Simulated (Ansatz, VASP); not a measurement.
# Two plane-wave programs on SnO2

```xyz
6
Lattice="3.2306 0.0000 0.0000 -1.6153 2.7978 0.0000 0.0000 0.0000 10.7906" Properties=species:S:1:pos:R:3 pbc="T T T"
Sn    0.0000    0.0000    0.0000
Sn    0.0000    0.0000    5.3953
O     0.0000    1.8652    9.7748
O     0.0000    1.8652    6.4111
O     1.6153    0.9326    1.0158
O     1.6153    0.9326    4.3795
```

Alike in both runs: functional PBEsol; k mesh 7 × 7 × 3; occupations fermi-dirac, width 0.05 eV; non-collinear spin, spin-orbit coupling.

|  | VASP | Ansatz |
| --- | --- | --- |
| version | VASP 6.6.1 | Ansatz 0.2.0 |
| potentials or method | VASP PAW PBE potentials, release 64 (Sn_d, O) | Ansatz PAW |
| plane-wave cutoff (eV) | 520 | 420 |
| valence electrons in the cell | 52 | 52 |
| task | single point | band structure |

VASP gave:

```
pressure (GPa)                                                : -3.8
traceless stress, the component that is largest in VASP (GPa) : 2.00
rms of the force components (eV/Å)                            : 0.158
net moment per atom (μB)                                      : 0.00
```

Question: Which values does Ansatz return?

Answer: Pressure (GPa): -4.3; traceless stress, the component that is largest in VASP (GPa): 2.32; rms of the force components (eV/Å): 0.181; net moment per atom (μB): 0.00.

VASP's potentials were made for PBE, not for PBEsol. Atom by atom the forces differ by 0.023 eV/Å (rms over components).
